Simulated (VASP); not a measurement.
# CoO: single point with PBE

CoO:

```
CELL_PARAMETERS angstrom
2.79799 0.00000 0.00000
-1.39900 2.42313 0.00000
0.00000 0.00000 2.73070
ATOMIC_POSITIONS crystal
Co 0.00000 0.00000 0.00000
O 0.66667 0.33333 0.50000
```

```yaml
Program: VASP 6.6.1
Task: single point
Functional: PBE
Potentials_or_basis: VASP PAW PBE potentials, release 64 (Co_sv, O_h)
Cutoff: 1340 eV
k_mesh: 11 × 11 × 10
Occupations: fermi-dirac, width 0.05 eV
Spin: collinear spin, ferromagnetic start
Starting_moments: "[2.0, 0.0] μB"
```

* Pressure: 2.5 GPa
* Band gap on the k mesh: zero (filled and empty bands overlap)
* Net moment: 3.00 μB per cell
* Site moments: Co +2.53; O +0.31 μB
* Valence electrons inside the program's atomic spheres: Co 14.88; O 3.34

Stress tensor (GPa, compression positive):
```
2.98 0.00 0.00
0.00 2.98 0.00
0.00 0.00 1.45
```

Levels at points of the mesh, in eV from the Fermi level:
Spin up:
```tsv
k point	band 9	band 10	band 11	band 12	band 13	band 14	band 15	band 16	band 17	band 18
(0.00, 0.00, 0.00)	-3.88	-2.95	-2.95	-1.04	-1.04	0.73	14.56	16.43	16.43	18.65
(0.00, 0.00, 0.50)	-3.34	-3.34	-2.28	-1.27	-1.27	6.82	7.05	21.72	21.72	21.73
```
Spin down:
| k point | band 8 | band 9 | band 10 | band 11 | band 12 | band 13 |
| --- | --- | --- | --- | --- | --- | --- |
| (0.00, 0.00, 0.00) | -3.22 | -2.78 | 0.27 | 0.27 | 0.79 | 0.79 |
| (0.00, 0.00, 0.50) | -3.07 | -1.04 | -1.04 | -0.19 | 0.97 | 0.97 |

It took 7.7 min on 1 thread of AMD EPYC 7R43 64-Core Processor (Zen 3) (shared host), peak memory 0.37 GiB.

Caveat: a cell with one magnetic atom can't hold antiferromagnetic order, which such compounds often take; semilocal functionals often make such compounds metallic where correlation or magnetic order opens a gap, which also shifts bond lengths. With open d or f shells a metallic result of PBE can be an artefact of self-interaction; +U or a hybrid may open a gap.
